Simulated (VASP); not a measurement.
# CaSe (P6_3/mmc) in VASP: settings compared, part 2 of 2

VASP 6.6.1.

### 4 Single point, r2SCAN

This run uses another cell than the first one, of 26.47 Å³/atom, 0.943 times its volume.

The input, POSCAR:

```
CaSe
1.0
    4.1316821786      0.0000000000      0.0000000000
   -2.0658410893      3.5781417271      0.0000000000
    0.0000000000      0.0000000000      7.1625032202
Ca Se
2 2
Direct
    0.0000000000      0.0000000000      0.0000000000
    0.0000000000      0.0000000000      0.5000000000
    0.3333333333      0.6666666667      0.2500000000
    0.6666666667      0.3333333333      0.7500000000
```

The input, INCAR.step1:

```
SYSTEM = CaSe
PREC = Accurate ; ENCUT = 520
ISMEAR = 0 ; SIGMA = 0.01
LREAL = .FALSE. ; LASPH = .TRUE.
NELM = 80 ; NBANDS = 24
GGA = PE ; ALGO = Normal
EDIFF = 1E-4 ; LWAVE = .TRUE.
LCHARG = .FALSE.
```

The input, INCAR.step2:

```
SYSTEM = CaSe
PREC = Accurate ; ENCUT = 520
EDIFF = 1E-7 ; ISMEAR = 0
SIGMA = 0.01 ; LREAL = .FALSE.
LASPH = .TRUE. ; NELM = 80
ALGO = Normal ; ISIF = 2
LWAVE = .FALSE. ; LCHARG = .TRUE.
METAGGA = R2SCAN ; LMIXTAU = .TRUE.
LELF = .TRUE. ; LVHAR = .TRUE.
NBANDS = 24 ; ISTART = 1
```

The input, KPOINTS:

```
regular mesh
0
G
  12 12 4
  0 0 0
```

Potentials or basis: VASP PAW PBE potentials, release 64 (Ca_sv, Se).

On the command line:

```
$ cat potpaw_PBE.64/Ca_sv/POTCAR potpaw_PBE.64/Se/POTCAR > POTCAR
$ cp INCAR.step1 INCAR
$ mpirun -np 1 vasp_std > vasp.out
$ cp INCAR.step2 INCAR
$ mpirun -np 1 vasp_std > vasp.out
```

OUTCAR:

```text
SYSTEM = CaSe
   PREC = Accurate
   ENCUT = 520
   EDIFF = 1E-7
   ISMEAR = 0
   LREAL = .FALSE.
   LASPH = .TRUE.
   NELM = 80
   ISIF = 2
   METAGGA = R2SCAN
   ISTART = 1

 ion  position               nearest neighbor table
   1  0.000  0.000  0.000-   3 2.98   4 2.98   4 2.98   3 2.98   4 2.98   3 2.98
   2  0.000  0.000  0.500-   3 2.98   4 2.98   4 2.98   3 2.98   4 2.98   3 2.98
   3  0.333  0.667  0.250-   1 2.98   2 2.98   1 2.98   2 2.98   1 2.98   2 2.98
   4  0.667  0.333  0.750-   1 2.98   2 2.98   1 2.98   2 2.98   1 2.98   2 2.98

  LATTYP: Found a hexagonal cell.
 ALAT       =     4.1316821786
 C/A-ratio  =     1.7335561911

  Lattice vectors:

 A1 = (   4.1316821786,   0.0000000000,   0.0000000000)
 A2 = (  -2.0658410893,   3.5781417271,   0.0000000000)
 A3 = (   0.0000000000,   0.0000000000,   7.1625032202)

Analysis of symmetry for initial positions (statically):
=====================================================================
 Subroutine PRICEL returns:
 Original cell was already a primitive cell.

 Routine SETGRP: Setting up the symmetry group for a
 hexagonal supercell.

 Subroutine GETGRP returns: Found 24 space group operations
 (whereof 12 operations were pure point group operations)
 out of a pool of 24 trial point group operations.

The static configuration has the point symmetry D_3d.
 The point group associated with its full space group is D_6h.

Analysis of symmetry for dynamics (positions and initial velocities):
=====================================================================
 Subroutine PRICEL returns:
 Original cell was already a primitive cell.

 Routine SETGRP: Setting up the symmetry group for a
 hexagonal supercell.

 Subroutine GETGRP returns: Found 24 space group operations
 (whereof 12 operations were pure point group operations)
 out of a pool of 24 trial point group operations.

The dynamic configuration has the point symmetry D_3d.
 The point group associated with its full space group is D_6h.

 Subroutine INISYM returns: Found 24 space group operations
 (whereof 12 operations are pure point group operations),
 and found     1 'primitive' translations

----------------------------------------------------------------------------------------

                                     Primitive cell

  volume of cell :     105.8886

  direct lattice vectors                    reciprocal lattice vectors
     4.131682179  0.000000000  0.000000000     0.242032169  0.139737338  0.000000000
    -2.065841089  3.578141727  0.000000000     0.000000000  0.279474676  0.000000000
     0.000000000  0.000000000  7.162503220     0.000000000  0.000000000  0.139615993

  length of vectors
     4.131682179  4.131682179  7.162503220     0.279474676  0.279474676  0.139615993

  position of ions in fractional coordinates (direct lattice)
     0.000000000  0.000000000  0.000000000
     0.000000000  0.000000000  0.500000000
     0.333333333  0.666666667  0.250000000
     0.666666667  0.333333333  0.750000000

  ion indices of the primitive-cell ions
   primitive index   ion index
                 1           1
                 2           2
                 3           3
                 4           4

----------------------------------------------------------------------------------------

 KPOINTS: regular mesh

Automatic generation of k-mesh.
 Grid dimensions read from file:
 generate k-points for:   12   12    4

 Generating k-lattice:

  Cartesian coordinates                     Fractional coordinates (reciprocal lattice)
     0.020169347  0.011644778  0.000000000     0.083333333  0.000000000  0.000000000
     0.000000000  0.023289556  0.000000000     0.000000000  0.083333333  0.000000000
     0.000000000  0.000000000  0.034903998     0.000000000  0.000000000  0.250000000

  Length of vectors
     0.023289556  0.023289556  0.034903998

  Shift w.r.t. Gamma in fractional coordinates (k-lattice)
     0.000000000  0.000000000  0.000000000

 Subroutine IBZKPT returns following result:
 ===========================================

 Found     57 irreducible k-points:

 Following reciprocal coordinates:
            Coordinates               Weight
  0.000000  0.000000  0.000000      1.000000
  0.083333  0.000000  0.000000      6.000000
  0.166667  0.000000  0.000000      6.000000
  0.250000  0.000000  0.000000      6.000000
  0.333333  0.000000  0.000000      6.000000
  0.416667  0.000000  0.000000      6.000000
[... 16 lines left out ...]
  0.250000  0.000000  0.250000     12.000000
  0.333333  0.000000  0.250000     12.000000
 [... further k-points ...]
   k-points           NKPTS =     57   k-points in BZ     NKDIM =     57   number of bands    NBANDS=     24
   number of dos      NEDOS =    301   number of ions     NIONS =      4
   total plane-waves  NPLWV =  55296
   dimension x,y,z NGX =    32 NGY =   32 NGZ =   54
   dimension x,y,z NGXF=    64 NGYF=   64 NGZF=  108
   ions per type =               2   2
   NGX,Y,Z   is equivalent  to a cutoff of  12.88, 12.88, 12.53 a.u.
   NGXF,Y,Z  is equivalent  to a cutoff of  25.75, 25.75, 25.07 a.u.
 SYSTEM =  CaSe
   PREC   = accura    normal or accurate (medium, high low for compatibility)
   ISTART =      1    job   : 0-new  1-cont  2-samecut
   ICHARG =      0    charge: 1-file 2-atom 10-const
   ISPIN  =      1    spin polarized calculation?
   LNONCOLLINEAR =      F non collinear calculations
   LSORBIT =      F    spin-orbit coupling
   LASPH  =      T    aspherical Exc in radial PAW
   ENCUT  =  520.0 eV  38.22 Ry    6.18 a.u.   7.68  7.68 13.32*2*pi/ulx,y,z
   NELM   =     80;   NELMIN=  2; NELMDL=  0     # of ELM steps
   EDIFF  = 0.1E-06   stopping-criterion for ELM
   LREAL  =      F    real-space projection
   EDIFFG = 0.1E-05   stopping-criterion for IOM
   NSW    =      0    number of steps for IOM
   IBRION =     -1    ionic relax: 0-MD 1-quasi-New 2-CG
   NFREE  =      0    steps in history (QN), initial steepest desc. (CG)
   ISIF   =      2    stress and relaxation
   ISYM   =      2    0-nonsym 1-usesym 2-fastsym
   POTIM  = 0.5000    time-step for ionic-motion
   TEBEG  =    0.0;   TEEND  =   0.0 temperature during run
   PSTRESS=    0.0 pullay stress
   NELECT =      32.0000    total number of electrons
   NUPDOWN=      -1.0000    fix difference up-down
   EMIN   =  10.00;   EMAX   =-10.00  energy-range for DOS
   EFERMI =   0.00;   METHOD = LEGACY
   ISMEAR =     0;   SIGMA  =   0.01  broadening in eV -4-tet -1-fermi 0-gaus
   EFERMI_NEDOS =   21; number of points for ismear=-14 and -15
   IALGO  =     38    algorithm
   IMIX   =      4    mixing-type and parameters
     AMIX     =   0.40;   BMIX     =  1.00
     AMIX_MAG =   1.60;   BMIX_MAG =  1.00
  volume/ion in A,a.u.               =      26.47       178.64
  Fermi-wavevector in a.u.,A,eV,Ry     =   1.098605  2.076063 16.421332  1.206934
  Thomas-Fermi vector in A             =   2.234986
   LORBIT       =      0    0 simple, 1 ext, 2 COOP (PROOUT), +10 PAW based schemes
   METAGGA = R2SCAN    functional components
   LHFCALC =     F    Hartree Fock is set to
   AEXX    =    0.0000 exact exchange contribution
   IVDW    =     0    specifies the selected vdW correction
   LEPSILON=     F    determine dielectric tensor
   LRPA    =     F    only Hartree local field effects (RPA)
 non-spin polarized calculation
 Gauss-broadening in eV      SIGMA  =   0.01
  energy-cutoff  :      520.00
  volume of cell :      105.89
 maximum number of plane-waves:      2901
 NGX is ok and might be reduce to    32
   NGX = 15   NGY = 15   NGZ = 27

 number of electron      31.9999996 magnetization

 Free energy of the ion-electron system (eV)
  ---------------------------------------------------
  ext. energy  EPLUGINS =         0.00000000
  ---------------------------------------------------
  free energy    TOTEN  =       -51.65189177 eV

  energy without entropy =      -51.65189177  energy(sigma->0) =      -51.65189177

 E-fermi :   2.2074     XC(G=0):  -9.4642

 val. band max:        2.1514511855   @ k =   0.0000   0.0000   0.0000
 cond. band min:       4.8380905806   @ k =   0.5000   0.0000   0.0000
 fundamental gap:      2.6866393951
 Fermi energy:         2.2073910048

 k-point     1 :       0.0000    0.0000    0.0000
  band No.  band energies     occupation
      1     -39.3918      2.00000
      2     -39.3765      2.00000
      3     -19.6722      2.00000
      4     -19.5043      2.00000
      5     -19.5042      2.00000
      6     -19.4813      2.00000
[... 637 lines left out ...]
     23       8.3234      0.00000
     24       8.4212      0.00000

 [... further k-points ...]
[... 5 lines left out ...]
  --------------------------------------------------------------------------------------
  -------------------------------------------------------------------------------------
  Total        0.1236607      0.1236607      0.1920009      0.0000000      0.0000000      0.0000000
  in kB        1.8710821      1.8710821      2.9051240      0.0000000      0.0000000      0.0000000
  external PRESSURE =       2.2157627 kB  Pullay stress =       0.0000000 kB

 VOLUME and BASIS-vectors are now :
 -----------------------------------------------------------------------------
  energy-cutoff  :      520.00
  volume of cell :      105.89
      direct lattice vectors                 reciprocal lattice vectors
     4.131682179  0.000000000  0.000000000     0.242032169  0.139737338  0.000000000
    -2.065841089  3.578141727  0.000000000     0.000000000  0.279474676  0.000000000
     0.000000000  0.000000000  7.162503220     0.000000000  0.000000000  0.139615993

 POSITION                                       TOTAL-FORCE (eV/Angst)
 -----------------------------------------------------------------------------------
      0.00000      0.00000      0.00000         0.000000      0.000000     -0.000000
      0.00000      0.00000      3.58125         0.000000      0.000000     -0.000000
     -0.00000      2.38543      1.79063        -0.000000      0.000000     -0.000000
      2.06584      1.19271      5.37188         0.000000     -0.000000      0.000000
 -----------------------------------------------------------------------------------
    total drift:                                0.000000     -0.000000      0.000000

  FREE ENERGIE OF THE ION-ELECTRON SYSTEM (eV)
  ---------------------------------------------------
  free  energy   TOTEN  =       -51.6518917737 eV

  energy  without entropy=      -51.6518917737  energy(sigma->0) =      -51.65189177
```

Wall time 7.4 min (1 thread of Intel Xeon 6975P-C, shared host); peak memory 0.32 GiB.

What came out:

```
Free energy            : -51.6519 eV
Pressure               : 0.2 GPa
Band gap on the k mesh : 2.69 eV, indirect (least direct gap 2.93 eV)
```

Caveat: the PAW data sets were made with another functional, which shifts forces and pressure a little. r2SCAN opens gaps a little over a GGA but as a rule still falls short of measured ones.

### 5 The runs side by side

```tsv
level	cell	k mesh	gap on the mesh (eV)	pressure (GPa)
r2SCAN	a = 4.213, b = 4.213, c = 7.303 Å, angles 90.0, 90.0, 120.0°, 4 atoms	6 × 6 × 4	2.77	-2.5
PBE	a = 4.132, b = 4.132, c = 7.163 Å, angles 90.0, 90.0, 120.0°, 4 atoms	12 × 12 × 4	2.20	0.8
r2SCAN	a = 4.132, b = 4.132, c = 7.163 Å, angles 90.0, 90.0, 120.0°, 4 atoms	12 × 12 × 4	2.69	0.2
```

Alike in all rows: task single point; potentials or basis VASP PAW PBE potentials, release 64 (Ca_sv, Se); no spin polarisation; cutoff (eV) 520; smearing gaussian 0.01 eV.

Caveats: the PAW data sets were made with another functional, which shifts forces and pressure a little (some runs).

Total energies depend on the potentials used, so only differences within one code and one set of settings carry meaning.
